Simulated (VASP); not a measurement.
HPbNO4: single point with PBE+D3(BJ)

The system is HPbNO4.

```
CELL_PARAMETERS angstrom
4.16574 0.00228 0.00419
2.00537 3.79353 -0.01317
2.03516 1.23957 6.27200
ATOMIC_POSITIONS crystal
H 0.89416 0.68081 0.62408
Pb 0.13928 0.93740 0.88343
N 0.25679 0.28698 0.30364
O 0.83238 0.65073 0.78053
O 0.38804 0.22049 0.11418
O 0.31269 0.03153 0.45930
O 0.07540 0.60786 0.32633
```

```yaml
Program: VASP 6.6.1
Task: single point
Functional: PBE
Dispersion: D3(BJ)
Potentials_or_basis: VASP PAW PBE potentials, release 64 (H, Pb_d, N, O)
Cutoff: 600 eV
k_mesh: 5 × 5 × 3
Occupations: fermi-dirac, width 0.05 eV
Spin: no spin polarisation
Dipole_correction: no
Further_INCAR_settings: ALGO = Normal; EDIFF = 1e-06; NBANDS = 31
```

```json
{
  "Pressure": "0.4 GPa",
  "Largest force": "0.421 eV/Å",
  "Band gap on the k mesh": "2.81 eV",
  "Dispersion energy per atom": "-0.107 eV"
}
```

Forces in eV/Å, atoms in the order of the input:
```
H   -0.001 -0.008 -0.103
Pb   0.001  0.007  0.006
N    0.002 -0.052 -0.079
O    0.000  0.006  0.086
O    0.007 -0.117 -0.287
O    0.012 -0.254  0.332
O   -0.021  0.418  0.045
```

Stress tensor (GPa, compression positive):
```
-0.38 -0.06  0.01
-0.06  0.77 -0.11
 0.01 -0.11  0.80
```

Levels at points of the mesh, in eV from the valence-band top:
| k point | band 19 | band 20 | band 21 | band 22 | band 23 | band 24 | band 25 | band 26 |
| --- | --- | --- | --- | --- | --- | --- | --- | --- |
| (0.00, 0.00, 0.00) | -2.05 | -1.52 | -1.42 | -0.73 | 3.57 | 4.32 | 5.61 | 6.30 |

Run time: 2.5 min on 1 thread of Intel Xeon 8259CL, on a shared host, peak memory 0.34 GiB.

Caveat: the standard files for N, O and F lose accuracy on very short bonds; three body term missing; spin-orbit coupling is left out, which moves the levels of the heavy elements. A k mesh can miss the band edges.
